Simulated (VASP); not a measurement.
A run of VASP 6.6.1 is set up as follows.

The input INCAR:

```
  ALGO = Normal
  EDIFF = 1E-7
  ENCUT = 520
  GGA = PE
  ISIF = 2
  ISMEAR = -1
  LASPH = T
  LCHARG = F
  LREAL = F
  LWAVE = F
  NBANDS = 28
  NELM = 80
  PREC = Accurate
  SIGMA = 0.05
```

KPOINTS

```
k-points
0
Gamma
  9 9 12
```

File POSCAR:

```
Mo
1.0
    4.4897373290      0.0000000000      0.0000000000
   -2.2448686645      3.8882265833      0.0000000000
    0.0000000000      0.0000000000      2.4937519459
Mo
3
Direct
    0.0000000000      0.0000000000      0.0000000000
    0.3333333333      0.6666666667      0.5000000000
    0.6666666667      0.3333333333      0.5000000000
```

Potentials or basis: VASP PAW PBE potentials, release 64 (Mo_sv).

Run with:

```sh
$ cat potpaw_PBE.64/Mo_sv/POTCAR > POTCAR
$ mpirun -np 1 vasp_std > vasp.out
```

What does it give for the pressure?

31.8 GPa.

What does it give for the band gap on the k mesh?

Zero (band 21 reaches 14.40 eV, above the bottom of band 22 at 12.99 eV).

Stress tensor (GPa, compression positive):
```
31.69  0.00  0.00
 0.00 31.69  0.00
 0.00  0.00 32.03
```
